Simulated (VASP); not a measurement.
A run of VASP 6.6.1:

File INCAR:

```
SYSTEM = ScAl3
PREC = Accurate
ENCUT = 520
EDIFF = 1E-6
ISMEAR = 0
SIGMA = 0.15
LREAL = .FALSE.
LASPH = .TRUE.
NELM = 100
ALGO = Fast
ISIF = 2
LWAVE = .FALSE.
LCHARG = .TRUE.
GGA = PE
LELF = .TRUE.
LVHAR = .TRUE.
NBANDS = 18
```

File KPOINTS:

```
Automatic mesh
0
G
  8 8 8
  0 0 0
```

Contents of POSCAR:

```
ScAl3
1.0
    3.8550135663     -0.0552557105      0.0956020778
   -0.0552557105      4.4027834549     -0.3091385217
    0.0956020778     -0.3091385217      4.0581947644
Sc Al
1 3
Direct
   -0.0026076783      0.0001203877     -0.0007661456
    0.5020027286     -0.0003374227      0.4998283568
    0.0008598124      0.4974312942      0.5025967555
    0.4997451372      0.5027857407     -0.0016589666
```

Potentials or basis: VASP PAW PBE potentials, release 64 (Sc_sv, Al).

Launch:

```console
$ cat potpaw_PBE.64/Sc_sv/POTCAR potpaw_PBE.64/Al/POTCAR > POTCAR
$ mpirun -np 1 vasp_std > vasp.out
```

Hardware: 1 thread of Oxide Virtual Turin-like Processor, with other jobs on the host.

Problem. How long does it take, and how much memory?

Solution. Wall time 9.8 min on 1 thread of Oxide Virtual Turin-like Processor (shared host), peak memory 0.37 GiB. Counts: scf iterations 17, k points 260.
